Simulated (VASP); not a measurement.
Cu12HF, 14 atoms in the cell. The cell holds a slab with vacuum, 14 atoms: a = 5.105 Å, b = 5.105 Å, c = 17.168 Å, α = 90.00°, β = 90.00°, γ = 60.00°. 

* Program: VASP 6.6.1
* Task: single point
* Functional: PBE
* Dispersion: D3(BJ)
* Potentials or basis: VASP PAW PBE potentials, release 64 (Cu, F, H)
* Cutoff: 520 eV
* k mesh: 4 × 4 × 1
* Occupations: fermi-dirac, width 0.15 eV
* Spin: no spin polarisation
* Dipole correction: no
* Further INCAR settings: ALGO = Normal; EDIFF = 1e-07; NBANDS = 83

Potentials or basis: VASP PAW PBE potentials, release 64 (Cu, F, H).

Run with:

```sh
$ cat potpaw_PBE.64/Cu/POTCAR potpaw_PBE.64/F/POTCAR potpaw_PBE.64/H/POTCAR > POTCAR
$ mpirun -np 1 vasp_std > vasp.out
```

Hardware: 1 thread of Intel(R) Xeon(R) Platinum 8259CL CPU @ 2.50GHz (Skylake/Cascade Lake), on a shared host.

Task: How long does it take, and how much memory?

Result: Run time: 17 min on 1 thread of Intel(R) Xeon(R) Platinum 8259CL CPU @ 2.50GHz (Skylake/Cascade Lake), with other jobs on the host, peak memory 0.63 GiB. Counts: scf iterations 31, k points 10.
